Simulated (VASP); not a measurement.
Write the native input for VASP 6.6.1 that does the following.

```yaml
Task: single point
Functional: PBE
Potentials_or_basis: VASP PAW PBE potentials, release 64 (Hf_pv, C)
Cutoff: 520 eV
k_mesh: 18 × 18 × 18
Occupations: gaussian, width 0.15 eV
Spin: no spin polarisation
Dipole_correction: no
Further_INCAR_settings: ALGO = Normal; EDIFF = 1e-06; NBANDS = 14
```

The structure of HfC lies in POSCAR:

```
HfC
1.0
    0.0000000000      2.3947500000      2.3250000000
    2.3947500000      0.0000000000      2.3250000000
    2.3947500000      2.3947500000      0.0000000000
Hf C
1 1
Direct
    0.5000000000      0.5000000000      0.5000000000
    0.0000000000      0.0000000000      0.0000000000
```

This cell differs from its parent crystal: strain +0.030 along x and y, +0.000 along z.

One way to write it, as run:

INCAR

```
SYSTEM = HfC
ALGO = Normal
EDIFF = 1E-6
ENCUT = 520
GGA = PE
ISIF = 2
ISMEAR = 0
LASPH = .True.
LCHARG = .False.
LREAL = .False.
LWAVE = .False.
NBANDS = 14
NELM = 100
PREC = Accurate
SIGMA = 0.15
```

KPOINTS

```
k-points
0
Gamma
  18 18 18
  0 0 0
```

Potentials or basis: VASP PAW PBE potentials, release 64 (Hf_pv, C).

Launch:

```bash
$ cat potpaw_PBE.64/Hf_pv/POTCAR potpaw_PBE.64/C/POTCAR > POTCAR
$ mpirun -np 1 vasp_std > vasp.out
```

Results of the run:

```yaml
Pressure: -12.6 GPa
Band_gap_on_the_k_mesh: zero (bands 7 and 8 overlap by 1.65 eV)
```

Caveat: the cell differs from its parent crystal (strain +0.030 along x and y, +0.000 along z); the cell stands under tension; spin-orbit coupling is left out, which moves the levels of the heavy elements.

Run time: 2.1 min on 1 thread of AMD EPYC 7R13 Processor (Zen 3) (shared host), peak memory 0.29 GiB.
